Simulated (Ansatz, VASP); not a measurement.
**CaIr2S4: VASP beside Ansatz**

```xyz
14
Lattice="0.0000 5.2476 5.2476 5.2476 0.0000 5.2476 5.2476 5.2476 0.0000" Properties=species:S:1:pos:R:3 pbc="T T T"
Ca    7.8715    7.8715    7.8715
Ca    5.2476    5.2476    5.2476
Ir    1.3119    3.9357    3.9357
Ir    3.9357    3.9357    1.3119
Ir    1.3119    1.3119    1.3119
Ir    3.9357    1.3119    3.9357
S     9.4182    9.4182    9.4182
S     6.7944    3.7009    6.7944
S     6.3247    6.3247    9.4182
S     3.7009    3.7009    3.7009
S     3.7009    6.7944    6.7944
S     6.7944    6.7944    3.7009
S     6.3247    9.4182    6.3247
S     9.4182    6.3247    6.3247
```

Alike in both runs: functional PBE; k mesh 2 × 2 × 2; occupations gaussian, width 0.15 eV; collinear spin.

Ansatz relaxed the structure, and its values are those at the end. VASP's run is a single point on that final structure, the one shown.

|  | VASP | Ansatz |
| --- | --- | --- |
| version | VASP 6.6.1 | Ansatz 0.2.0 |
| potentials or method | VASP PAW PBE potentials, release 64 (Ca_sv, Ir, S), cutoff 520 eV | scalar-relativistic, plane waves, PAW |
| valence electrons in the cell | 104 | 136 |

|  | VASP | Ansatz | Ansatz less VASP |
| --- | --- | --- | --- |
| gap on the k mesh at the Fermi level (eV) | 1.32 | 1.32 | +0.003 |
| least direct gap on the mesh (eV) | 1.32 | 1.32 | +0.003 |
| pressure (GPa) | 0.3 | 0.1 | -0.17 |
| rms of the force components (eV/Å) | 0.013 | 0.009 | -0.0035 |
| net moment per atom (μB) | 0.00 | 0.00 | 0.000 |

VASP's potentials hold 104 valence electrons a cell and Ansatz's 136, so a difference there can come from the potentials and not from the codes. Ansatz's warnings: seeded moment not kept.

The k mesh is coarse, so the values compare programs but aren't converged. Neither program's run includes spin-orbit coupling.
